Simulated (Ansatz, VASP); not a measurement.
Two plane-wave programs on CO2

INCAR

```
SYSTEM = CO2
PREC     = Accurate       ! precision mode
ENCUT    = 600            ! plane-wave cutoff, eV
EDIFF    = 1E-6           ! SCF threshold, eV
ISMEAR   = -1             ! smearing method
SIGMA    = 0.05           ! smearing width, eV
LREAL    = .False.        ! projectors in reciprocal space
LASPH    = .True.         ! aspherical terms in the spheres
NELM     = 60             ! most SCF steps
ALGO     = Normal         ! electronic algorithm
ISIF     = 3              ! what is computed and relaxed
LWAVE    = .False.        ! write WAVECAR
LCHARG   = .False.        ! write CHGCAR
GGA      = PS             ! functional
IVDW     = 13             ! dispersion correction
IBRION   = 2              ! ionic algorithm
NSW      = 60             ! ionic steps
EDIFFG   = -0.01          ! ionic threshold
```

Contents of KPOINTS:

```
regular mesh
0
Gamma
  9 9 9
  0 0 0
```

File POSCAR:

```
CO2
1.0
   -1.9747270000      1.9747270000      3.0140580000
    1.9747270000     -1.9747270000      3.0140580000
    1.9747270000      1.9747270000     -3.0140580000
O C
4 2
Direct
    0.8750000000      0.9597980000      0.5847980000
    0.3750000000      0.2902020000      0.4152020000
    0.0402020000      0.6250000000      0.9152020000
    0.7097980000      0.1250000000      0.0847980000
    0.0000000000      0.0000000000      0.0000000000
    0.7500000000      0.2500000000      0.5000000000
```

The input input.yaml:

```yaml
crystal:
  lattice:
    - [-1.974727, 1.974727, 3.014058]
    - [1.974727, -1.974727, 3.014058]
    - [1.974727, 1.974727, -3.014058]
  atoms:
    - { symbol: O, position: [0.875, 0.959798, 0.584798] }
    - { symbol: O, position: [0.375, 0.290202, 0.415202] }
    - { symbol: O, position: [0.040202, 0.625, 0.915202] }
    - { symbol: O, position: [0.709798, 0.125, 0.084798] }
    - { symbol: C, position: [0.0, 0.0, 0.0] }
    - { symbol: C, position: [0.75, 0.25, 0.5] }
hamiltonian:
  xc: pbesol
  pseudopotentials: { kind: paw }
  dispersion: d4
kpoints:
  mp_grid: { grid: [9, 9, 9] }
scf:
  occupations: { method: fermi_dirac, width: 0.05 }
output:
  forces: true
  stress: true
  eigenvalues: true
relax:
  f_tol: 0.01
  max_steps: 40
  cell: { stress_tol: 0.05 }
```

Alike in both runs: task relaxation of cell and atoms; functional PBEsol; dispersion D4; k mesh 9 × 9 × 9; occupations fermi-dirac, width 0.05 eV; no spin polarisation.

```csv
,VASP,Ansatz
version,VASP 6.6.1,Ansatz 0.2.0
potentials or method,"VASP PAW PBE potentials, release 64 (O, C)",Ansatz PAW
plane-wave cutoff (eV),600,420
valence electrons in the cell,32,32
```

|  | VASP | Ansatz | Ansatz less VASP |
| --- | --- | --- | --- |
| gap on the k mesh at the Fermi level, each at its own relaxed structure (eV) | 7.59 | 7.68 | +0.091 |
| relaxed volume (Å³/atom) | 7.54 | 7.52 | -0.013 |
| relaxed length of the cell vector where the two differ most in proportion (Å) | 4.053 | 4.050 | -0.0026 |

VASP's potentials were made for PBE, not for PBEsol.

Noted on Ansatz's run: Pulay correction over one GPa; odd divisions of the mesh miss points on the zone boundary, where band edges often lie, so the gap on the mesh can be too wide; the plane-wave basis is chosen anew once the cell has moved, so the energies of steps on either side of that aren't comparable.
